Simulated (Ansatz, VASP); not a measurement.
One calculation of Cu, two programs

```
Cu
1.0
     0.00000    1.88399    1.88399
     1.88399    0.00000    1.88399
     1.88399    1.88399    0.00000
Cu
1
Direct
  0.00000 0.00000 0.00000
```

Alike in both runs: task single point; functional RPBE; k mesh 24 × 24 × 24; occupations fermi-dirac, width 0.1 eV; no spin polarisation.

|  | VASP | Ansatz |
| --- | --- | --- |
| version | VASP 6.6.1 | Ansatz 0.2.0 |
| potentials or method | VASP PAW PBE potentials, release 64 (Cu), cutoff 520 eV | plane waves (420 eV) with PAW, scalar-relativistic |
| valence electrons in the cell | 11 | 19 |

|  | VASP | Ansatz | Ansatz less VASP |
| --- | --- | --- | --- |
| pressure (GPa) | -7.3 | -7.8 | -0.50 |

VASP's potentials were made for PBE, not for RPBE. With one functional, cell and mesh, what is left measures potentials, basis and numerics. VASP's potentials hold 11 valence electrons a cell and Ansatz's 19, so a difference there can come from the potentials and not from the codes.
